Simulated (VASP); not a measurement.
Runs of VASP 6.6.1 on Ta. The structure is cubic, space group Im-3m (No. 229). The conventional cell has a = 3.320 Å, b = 3.320 Å, c = 3.320 Å, α = 90.00°, β = 90.00°, γ = 90.00°. Within 3.8 Å of Ta (site symmetry m-3m) lie 14 Ta at 2.88 to 3.32 Å. 

| level | potentials or basis | k mesh | gap on the mesh (eV) | pressure (GPa) |
| --- | --- | --- | --- | --- |
| PBE | VASP PAW PBE potentials, release 64 (Ta_pv) | 12 × 12 × 12 | none | 0.0 |
| PBE | VASP PAW PBE potentials, release 64 (Ta_pv) | 8 × 8 × 8 | none | -1.4 |
| LDA | VASP PAW LDA potentials, release 64 (Ta_pv) | 12 × 12 × 12 | none | (a) |
| PBEsol | VASP PAW PBE potentials, release 64 (Ta_pv) | 12 × 12 × 12 | none | -6.8 |

Alike in all rows: task single point; no spin polarisation; cell as given; cutoff (eV) 500; smearing fermi-dirac 0.1 eV.

Problem. Fill in the values left out.

Solution. (a) -11.4.

Caveats: spin-orbit coupling is left out, which moves the levels of the heavy elements; the cell stands under tension (at least some runs); the PAW data sets were made with another functional, which shifts forces and pressure a little (at least some runs).

A k mesh can miss the band edges, and the runs leave out spin-orbit coupling on Ta.

A gap of «none» marks levels without a gap at the run's occupations.
